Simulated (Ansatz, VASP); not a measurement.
## Li2Al3H9 in VASP and in Ansatz

```
Li Al H
1.0
     3.68441    0.00000    0.00000
     0.00000    3.68441    0.00000
     0.00000    0.00000   10.94159
Li Al H
2 3 9
Direct
  0.50000 0.50000 0.78457
  0.50000 0.50000 0.21543
  0.00000 0.00000 0.66137
  0.00000 0.00000 0.00000
  0.00000 0.00000 0.33863
  0.50000 0.00000 0.68063
  0.50000 0.00000 0.00000
  0.50000 0.00000 0.31937
  0.00000 0.50000 0.68063
  0.00000 0.50000 0.00000
  0.00000 0.50000 0.31937
  0.00000 0.00000 0.83596
  0.00000 0.00000 0.16404
  0.00000 0.00000 0.50000
```

Change from the starting cell: ordered vacancies on the A sites of perovskite (P4/mmm, No. 123).

Alike in both runs: functional PBE; k mesh 4 × 4 × 2; occupations gaussian, width 0.1 eV; no spin polarisation.

Ansatz relaxed the structure, and its values are those at the end. VASP's run is a single point on that final structure, the one shown.

```csv
,VASP,Ansatz
version,VASP 6.6.1,Ansatz 0.2.0
potentials or method,"VASP PAW PBE potentials, release 64 (Li_sv, Al, H), cutoff 520 eV","scalar-relativistic, plane waves, PAW"
valence electrons in the cell,24,24
```

```tsv
	VASP	Ansatz	Ansatz less VASP
gap on the k mesh at the Fermi level (eV)	none	none	-
rms of the force components (eV/Å)	0.004	0.004	-0.0003
```

A gap of «none» marks a metal or a gap that the smearing closes. The functional is the same, so the differences come from potentials, cutoffs and numerics.

The k mesh is coarse, so the values compare programs but aren't converged. Noted on VASP's run: the cutoff is short for stress, so the pressure is rough.
